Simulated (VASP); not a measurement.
The system is SrCl2.

```
Sr Cl
1.0
     4.34027    0.00000    0.00000
    -2.17014    3.75879    0.00000
     0.00000    0.00000    5.94375
Sr Cl
1 2
Direct
  0.00000 0.00000 0.00000
  0.33333 0.66667 0.23126
  0.66667 0.33333 0.76874
```

This cell differs from its parent crystal: volume scaled by 0.960.

- Program: VASP 6.6.1
- Task: relaxation of shape and atoms at fixed volume
- Functional: PBEsol
- Potentials or basis: VASP PAW PBE potentials, release 64 (Sr_sv, Cl)
- Cutoff: 600 eV
- k mesh: 8 × 8 × 6
- Occupations: gaussian, width 0.05 eV
- Spin: no spin polarisation

At the start: pressure 0.9 GPa; volume 32.32 Å³/atom.

Task: How do energy, volume and symmetry change on relaxing?

Result: Over 5 steps the energy falls by 2.3 meV/atom; space group P-3m1 (No. 164, to 0.05 Å).

Step by step:
```
step  energy change (eV)  largest force (eV/Å)  pressure (GPa)  volume (Å³)
   1              0.0000                0.1298            0.95        96.97
   2             -0.0021                0.1062            0.81        96.97
   3             -0.0061                0.0366            0.40        96.97
   4             -0.0034                0.0977           -0.36        96.97
   5             -0.0068                0.0057            0.16        96.97
```

Final structure:
```
CELL_PARAMETERS angstrom
4.37617 0.00000 0.00000
-2.18808 3.78987 0.00000
0.00000 0.00000 5.84665
ATOMIC_POSITIONS crystal
Sr 0.00000 0.00000 0.00000
Cl 0.33333 0.66667 0.23741
Cl 0.66667 0.33333 0.76259
```

Caveat: the cell differs from its parent crystal (volume scaled by 0.960); the PAW data sets were made with another functional, which shifts forces and pressure a little.
